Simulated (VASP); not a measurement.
Input of a VASP 6.6.1 run:

INCAR

```
PREC = Accurate ; ENCUT = 500
EDIFF = 1E-6 ; ISMEAR = 0
SIGMA = 0.1 ; LREAL = F
LASPH = T ; NELM = 120
ALGO = Normal ; ISIF = 2
LWAVE = F ; LCHARG = T
GGA = PE ; LELF = T
LVHAR = T ; NBANDS = 42
GGA_COMPAT = F
```

File KPOINTS:

```
regular mesh
0
Gamma
  4 4 4
```

Contents of POSCAR:

```
InW4
1.0
    4.8114439679      0.0000000000      0.0000000000
    0.0000000000      4.8114439679      0.0000000000
    0.0000000000      0.0000000000      4.8114439679
In W
1 4
Direct
    0.5000000000      0.5000000000      0.5000000000
    0.5000000000      0.0000000000      0.0000000000
    0.0000000000      0.5000000000      0.0000000000
    0.0000000000      0.0000000000      0.5000000000
    0.0000000000      0.0000000000      0.0000000000
```

Potentials or basis: VASP PAW PBE potentials, release 64 (In_d, W_sv).

Command:

```bash
$ cat potpaw_PBE.64/In_d/POTCAR potpaw_PBE.64/W_sv/POTCAR > POTCAR
$ mpirun -np 1 vasp_std > vasp.out
```

Q: What does it give for the pressure?

A: 0.7 GPa.

Q: Predict the band gap on the k mesh.

A: Zero (an odd number of electrons rules out a gap without spin polarisation).

Caveat: spin-orbit coupling is left out, which moves the levels of the heavy elements.
